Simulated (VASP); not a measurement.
# Mg (Fm-3m) in VASP: notebook, part 2 of 2

VASP 6.6.1. The steps go on from the part before.

## 3. Single point, LDA (volume scaled by 1.12)

The input, INCAR:

```
PREC = Accurate ; ENCUT = 520
EDIFF = 1E-7 ; ISMEAR = -1
SIGMA = 0.1 ; LREAL = False
LASPH = True ; NELM = 100
ALGO = Normal ; ISIF = 2
LWAVE = False ; LCHARG = True
GGA = CA ; LELF = True
LVHAR = True ; NBANDS = 7
```

The input, KPOINTS:

```
Automatic mesh
0
Gamma
  14 14 14
```

The input, POSCAR:

```
Mg
1.0
    0.0000000000      2.3017254471      2.3017254471
    2.3017254471      0.0000000000      2.3017254471
    2.3017254471      2.3017254471      0.0000000000
Mg
1
Direct
    0.0000000000      0.0000000000      0.0000000000
```

Potentials or basis: VASP PAW LDA potentials, release 64 (Mg).

Command:

```console
> cat potpaw_LDA.64/Mg/POTCAR > POTCAR
> mpirun -np 1 vasp_std > vasp.out
```

OUTCAR:

```text
PREC = Accurate
   ENCUT = 520
   EDIFF = 1E-7
   ISMEAR = -1
   LREAL = False
   LASPH = True
   NELM = 100
   ISIF = 2
   GGA = CA

 ion  position               nearest neighbor table
   1  0.000  0.000  0.000-

  LATTYP: Found a face centered cubic cell.
 ALAT       =     4.6034508942

  Lattice vectors:

 A1 = (   0.0000000000,   2.3017254471,   2.3017254471)
 A2 = (   2.3017254471,   0.0000000000,   2.3017254471)
 A3 = (   2.3017254471,   2.3017254471,   0.0000000000)

Analysis of symmetry for initial positions (statically):
=====================================================================
 Subroutine PRICEL returns:
 Original cell was already a primitive cell.

 Routine SETGRP: Setting up the symmetry group for a
 face centered cubic supercell.

 Subroutine GETGRP returns: Found 48 space group operations
[... 9 lines left out ...]

 Routine SETGRP: Setting up the symmetry group for a
 face centered cubic supercell.

 Subroutine GETGRP returns: Found 48 space group operations
[... 11 lines left out ...]
                                     Primitive cell

  volume of cell :      24.3888

  direct lattice vectors                    reciprocal lattice vectors
     0.000000000  2.301725447  2.301725447    -0.217228341  0.217228341  0.217228341
     2.301725447  0.000000000  2.301725447     0.217228341 -0.217228341  0.217228341
     2.301725447  2.301725447  0.000000000     0.217228341  0.217228341 -0.217228341

  length of vectors
     3.255131344  3.255131344  3.255131344     0.376250523  0.376250523  0.376250523

  position of ions in fractional coordinates (direct lattice)
     0.000000000  0.000000000  0.000000000

  ion indices of the primitive-cell ions
   primitive index   ion index
                 1           1

----------------------------------------------------------------------------------------

 KPOINTS: Automatic mesh
[... 78 lines left out ...]
   PSTRESS=    0.0 pullay stress
   NELECT =       2.0000    total number of electrons
   NUPDOWN=      -1.0000    fix difference up-down
   EMIN   =  10.00;   EMAX   =-10.00  energy-range for DOS
   EFERMI =   0.00;   METHOD = LEGACY
   ISMEAR =    -1;   SIGMA  =   0.10  broadening in eV -4-tet -1-fermi 0-gaus
   EFERMI_NEDOS =   21; number of points for ismear=-14 and -15
   IALGO  =     38    algorithm
   IMIX   =      4    mixing-type and parameters
     AMIX     =   0.40;   BMIX     =  1.00
     AMIX_MAG =   1.60;   BMIX_MAG =  1.00
  volume/ion in A,a.u.               =      24.39       164.58
  Fermi-wavevector in a.u.,A,eV,Ry     =   0.711248  1.344065  6.882838  0.505874
  Thomas-Fermi vector in A             =   1.798310
   LORBIT       =      0    0 simple, 1 ext, 2 COOP (PROOUT), +10 PAW based schemes
   GGA     = CA    functional components
   LHFCALC =     F    Hartree Fock is set to
   AEXX    =    0.0000 exact exchange contribution
   IVDW    =     0    specifies the selected vdW correction
   LEPSILON=     F    determine dielectric tensor
   LRPA    =     F    only Hartree local field effects (RPA)
 non-spin polarized calculation
  energy-cutoff  :      520.00
  volume of cell :       24.39
 maximum number of plane-waves:       670
   NGX = 13   NGY = 13   NGZ = 13

 number of electron       2.0000000 magnetization

 Free energy of the ion-electron system (eV)
  ---------------------------------------------------
  ext. energy  EPLUGINS =         0.00000000
  ---------------------------------------------------
  free energy    TOTEN  =        -1.77109583 eV

  energy without entropy =       -1.75816103  energy(sigma->0) =       -1.76462843

 E-fermi :   2.1400     XC(G=0):  -8.4865

 val. band max:        2.1016739513   @ k =  -0.4286   0.5000   0.0714
 cond. band min:       2.2326201519   @ k =  -0.4286   0.4286   0.0000
 fundamental gap:      0.1309462005
 Fermi energy:         2.1400190971

 k-point     1 :       0.0000    0.0000    0.0000
  band No.  band energies     occupation
      1      -4.4994      2.00000
      2      14.0979      0.00000
      3      14.0979      0.00000
      4      14.0979      0.00000
      5      15.5701      0.00000
      6      15.5701      0.00000
      7      15.5701      0.00000
[... 221 lines left out ...]
 k-point    24 :       0.2857    0.1429    0.0000
  band No.  band energies     occupation
      1      -2.9156      2.00000
      2       7.5623      0.00000
      3      10.9280      0.00000
      4      11.8085      0.00000
      5      12.4878      0.00000
      6      15.4686      0.00000
      7      18.6504      0.00000

 [... further k-points ...]
[... 5 lines left out ...]
  --------------------------------------------------------------------------------------
  -------------------------------------------------------------------------------------
  Total       -0.5683982     -0.5683982     -0.5683982      0.0000000      0.0000000     -0.0000000
  in kB      -37.3398632    -37.3398632    -37.3398632      0.0000000      0.0000000     -0.0000000
  external PRESSURE =     -37.3398632 kB  Pullay stress =       0.0000000 kB

 VOLUME and BASIS-vectors are now :
 -----------------------------------------------------------------------------
  energy-cutoff  :      520.00
  volume of cell :       24.39
      direct lattice vectors                 reciprocal lattice vectors
     0.000000000  2.301725447  2.301725447    -0.217228341  0.217228341  0.217228341
     2.301725447  0.000000000  2.301725447     0.217228341 -0.217228341  0.217228341
     2.301725447  2.301725447  0.000000000     0.217228341  0.217228341 -0.217228341

 POSITION                                       TOTAL-FORCE (eV/Angst)
 -----------------------------------------------------------------------------------
      0.00000      0.00000      0.00000         0.000000      0.000000      0.000000
 -----------------------------------------------------------------------------------
    total drift:                               -0.000000      0.000000      0.000000

  FREE ENERGIE OF THE ION-ELECTRON SYSTEM (eV)
  ---------------------------------------------------
  free  energy   TOTEN  =        -1.7710958260 eV

  energy  without entropy=       -1.7581610272  energy(sigma->0) =       -1.76462843
```

stdout:

```text
POSCAR found type information on POSCAR Mg
 POSCAR found :  1 types and       1 ions
 scaLAPACK will be used
 LDA part: xc-table for (Slater(with rela. corr.)+CA(PZ))
 , standard interpolation
 POSCAR, INCAR and KPOINTS ok, starting setup
 FFT: planning ... GRIDC
 FFT: planning ... GRID_SOFT
 FFT: planning ... GRID
 WAVECAR not read
 entering main loop
```

Run time: 11 s. Hardware: 1 thread of AMD EPYC 7R13 (Zen 3), shared host; peak memory 0.1 GiB.

What came out:

* Free energy: -1.7711 eV
* Pressure: -3.7 GPa
* Band gap on the k mesh: zero (band 1 reaches 3.15 eV, above the bottom of band 2 at 0.83 eV)

Caveat: the cell differs from its parent crystal (volume scaled by 1.12).

## 4. Single point, LDA

This run uses another cell than the first one, of 21.78 Å³/atom, 0.926 times its volume.

The input, INCAR:

```
SYSTEM = Mg
  PREC = Accurate
  ENCUT = 520
  EDIFF = 1E-6
  ISMEAR = -1
  SIGMA = 0.1
  LREAL = .FALSE.
  LASPH = .TRUE.
  NELM = 100
  ALGO = Normal
  ISIF = 2
  LWAVE = .FALSE.
  LCHARG = .FALSE.
  NBANDS = 7
```

The input, KPOINTS:

```
regular mesh
0
G
  20 20 20
  0 0 0
```

The input, POSCAR:

```
Mg
1.0
    0.0000000000      2.2163967854      2.2163967854
    2.2163967854      0.0000000000      2.2163967854
    2.2163967854      2.2163967854      0.0000000000
Mg
1
Direct
    0.0000000000      0.0000000000      0.0000000000
```

Potentials or basis: VASP PAW LDA potentials, release 64 (Mg).

Command:

```console
> cat potpaw_LDA.64/Mg/POTCAR > POTCAR
> mpirun -np 1 vasp_std > vasp.out
```

OUTCAR:

```text
SYSTEM = Mg
   PREC = Accurate
   ENCUT = 520
   EDIFF = 1E-6
   ISMEAR = -1
   LREAL = .FALSE.
   LASPH = .TRUE.
   NELM = 100
   ISIF = 2

 ion  position               nearest neighbor table
   1  0.000  0.000  0.000-

  LATTYP: Found a face centered cubic cell.
 ALAT       =     4.4327935708

  Lattice vectors:

 A1 = (   0.0000000000,   2.2163967854,   2.2163967854)
 A2 = (   2.2163967854,   0.0000000000,   2.2163967854)
 A3 = (   2.2163967854,   2.2163967854,   0.0000000000)

Analysis of symmetry for initial positions (statically):
=====================================================================
 Subroutine PRICEL returns:
 Original cell was already a primitive cell.

 Routine SETGRP: Setting up the symmetry group for a
 face centered cubic supercell.

 Subroutine GETGRP returns: Found 48 space group operations
[... 9 lines left out ...]

 Routine SETGRP: Setting up the symmetry group for a
 face centered cubic supercell.

 Subroutine GETGRP returns: Found 48 space group operations
[... 11 lines left out ...]
                                     Primitive cell

  volume of cell :      21.7757

  direct lattice vectors                    reciprocal lattice vectors
     0.000000000  2.216396785  2.216396785    -0.225591376  0.225591376  0.225591376
     2.216396785  0.000000000  2.216396785     0.225591376 -0.225591376  0.225591376
     2.216396785  2.216396785  0.000000000     0.225591376  0.225591376 -0.225591376

  length of vectors
     3.134458394  3.134458394  3.134458394     0.390735725  0.390735725  0.390735725

  position of ions in fractional coordinates (direct lattice)
     0.000000000  0.000000000  0.000000000

  ion indices of the primitive-cell ions
   primitive index   ion index
                 1           1

----------------------------------------------------------------------------------------

 KPOINTS: regular mesh

Automatic generation of k-mesh.
[... 77 lines left out ...]
   NELECT =       2.0000    total number of electrons
   NUPDOWN=      -1.0000    fix difference up-down
   EMIN   =  10.00;   EMAX   =-10.00  energy-range for DOS
   EFERMI =   0.00;   METHOD = LEGACY
   ISMEAR =    -1;   SIGMA  =   0.10  broadening in eV -4-tet -1-fermi 0-gaus
   EFERMI_NEDOS =   21; number of points for ismear=-14 and -15
   IALGO  =     38    algorithm
   IMIX   =      4    mixing-type and parameters
     AMIX     =   0.40;   BMIX     =  1.00
     AMIX_MAG =   1.60;   BMIX_MAG =  1.00
  volume/ion in A,a.u.               =      21.78       146.95
  Fermi-wavevector in a.u.,A,eV,Ry     =   0.738631  1.395810  7.423002  0.545575
  Thomas-Fermi vector in A             =   1.832599
   LORBIT       =      0    0 simple, 1 ext, 2 COOP (PROOUT), +10 PAW based schemes
   GGA     = CA    functional components
   LHFCALC =     F    Hartree Fock is set to
   AEXX    =    0.0000 exact exchange contribution
   IVDW    =     0    specifies the selected vdW correction
   LEPSILON=     F    determine dielectric tensor
   LRPA    =     F    only Hartree local field effects (RPA)
 non-spin polarized calculation
  energy-cutoff  :      520.00
  volume of cell :       21.78
 maximum number of plane-waves:       604
   NGX = 11   NGY = 11   NGZ = 11

 number of electron       2.0000000 magnetization

 Free energy of the ion-electron system (eV)
  ---------------------------------------------------
  ext. energy  EPLUGINS =         0.00000000
  ---------------------------------------------------
  free energy    TOTEN  =        -1.80374134 eV

  energy without entropy =       -1.78892536  energy(sigma->0) =       -1.79633335

 E-fermi :   2.7228     XC(G=0):  -8.8518

 val. band max:        2.7185330629   @ k =  -0.3500   0.3000   0.1500
 cond. band min:       2.7338511636   @ k =  -0.4000   0.2000   0.0000
 fundamental gap:      0.0153181008
 Fermi energy:         2.7228381196

 k-point     1 :       0.0000    0.0000    0.0000
  band No.  band energies     occupation
      1      -4.4010      2.00000
      2      15.3669      0.00000
      3      15.3669      0.00000
      4      15.3669      0.00000
      5      17.4544      0.00000
      6      17.4544      0.00000
      7      17.4544      0.00000
[... 221 lines left out ...]
 k-point    24 :      -0.3500    0.0500    0.0000
  band No.  band energies     occupation
      1      -1.3089      2.00000
      2       4.4991      0.00000
      3      12.8306      0.00000
      4      14.6996      0.00000
      5      15.4887      0.00000
      6      16.2194      0.00000
      7      17.2083      0.00000

 [... further k-points ...]
[... 5 lines left out ...]
  --------------------------------------------------------------------------------------
  -------------------------------------------------------------------------------------
  Total       -0.0364219     -0.0364219     -0.0364219      0.0000000     -0.0000000      0.0000000
  in kB       -2.6797863     -2.6797863     -2.6797863      0.0000000     -0.0000000      0.0000000
  external PRESSURE =      -2.6797863 kB  Pullay stress =       0.0000000 kB

 VOLUME and BASIS-vectors are now :
 -----------------------------------------------------------------------------
  energy-cutoff  :      520.00
  volume of cell :       21.78
      direct lattice vectors                 reciprocal lattice vectors
     0.000000000  2.216396785  2.216396785    -0.225591376  0.225591376  0.225591376
     2.216396785  0.000000000  2.216396785     0.225591376 -0.225591376  0.225591376
     2.216396785  2.216396785  0.000000000     0.225591376  0.225591376 -0.225591376

 POSITION                                       TOTAL-FORCE (eV/Angst)
 -----------------------------------------------------------------------------------
      0.00000      0.00000      0.00000         0.000000      0.000000     -0.000000
 -----------------------------------------------------------------------------------
    total drift:                                0.000000     -0.000000     -0.000000

  FREE ENERGIE OF THE ION-ELECTRON SYSTEM (eV)
  ---------------------------------------------------
  free  energy   TOTEN  =        -1.8037413421 eV

  energy  without entropy=       -1.7889253609  energy(sigma->0) =       -1.79633335
```

OSZICAR:

```text
N       E                     dE             d eps       ncg     rms          rms(c)
DAV:   1    -0.118282965660E+01   -0.11828E+01   -0.75112E+02  3990   0.190E+02
DAV:   2    -0.181179600838E+01   -0.62897E+00   -0.59215E+00  4725   0.110E+01
DAV:   3    -0.181420287567E+01   -0.24069E-02   -0.24046E-02  4837   0.730E-01
DAV:   4    -0.181420591194E+01   -0.30363E-05   -0.30365E-05  5362   0.192E-02
DAV:   5    -0.181420591340E+01   -0.14609E-08   -0.11309E-08  4711   0.258E-04    0.634E-01
DAV:   6    -0.180829126704E+01    0.59146E-02   -0.44652E-04  4823   0.907E-02    0.402E-01
DAV:   7    -0.180374485062E+01    0.45464E-02   -0.15421E-03  4487   0.166E-01    0.211E-02
DAV:   8    -0.180374165835E+01    0.31923E-05   -0.90168E-06  5425   0.159E-02    0.453E-03
DAV:   9    -0.180374134213E+01    0.31622E-06   -0.24168E-07  4501   0.212E-03
   1 F= -.18037413E+01 E0= -.17963334E+01  d E =-.148160E-01
```

stdout:

```text
POSCAR found type information on POSCAR Mg
 POSCAR found :  1 types and       1 ions
 scaLAPACK will be used
 LDA part: xc-table for (Slater(with rela. corr.)+CA(PZ))
 , standard interpolation
 POSCAR, INCAR and KPOINTS ok, starting setup
 FFT: planning ... GRIDC
 FFT: planning ... GRID_SOFT
 FFT: planning ... GRID
 WAVECAR not read
 entering main loop
```

Run time: 20 s. Hardware: 1 thread of AMD EPYC 7R13 (Zen 3), shared host; peak memory 0.12 GiB.

What came out:

| Item | Value |
| --- | --- |
| Free energy | -1.8037 eV |
| Pressure | -0.3 GPa |
| Band gap on the k mesh | zero (band 1 reaches 4.22 eV, above the bottom of band 2 at 1.42 eV) |

Levels at points of the mesh, in eV from the Fermi level:
```tsv
k point	band 1	band 2	band 3	band 4	band 5
(0.00, 0.00, 0.00)	-7.12	12.64	12.64	12.64	14.73
(0.50, 0.00, 0.00)	-1.74	-1.30	11.54	11.54	12.46
(0.50, 0.50, 0.00)	-0.21	0.83	6.23	7.17	7.17
```

## 5. The runs side by side

| cell | k mesh | gap on the mesh (eV) | pressure (GPa) |
| --- | --- | --- | --- |
| a = 3.216 Å, angles 60.0°, 1 atom | 14 × 14 × 14 | none | -2.8 |
| a = 3.255 Å, angles 60.0°, 1 atom | 14 × 14 × 14 | none | -3.7 |
| a = 3.134 Å, angles 60.0°, 1 atom | 20 × 20 × 20 | none | -0.3 |

Alike in all rows: task single point; level LDA; potentials or basis VASP PAW LDA potentials, release 64 (Mg); no spin polarisation; cutoff (eV) 520; smearing fermi-dirac 0.1 eV.

Absolute energies hang on the potentials; compare differences alone.
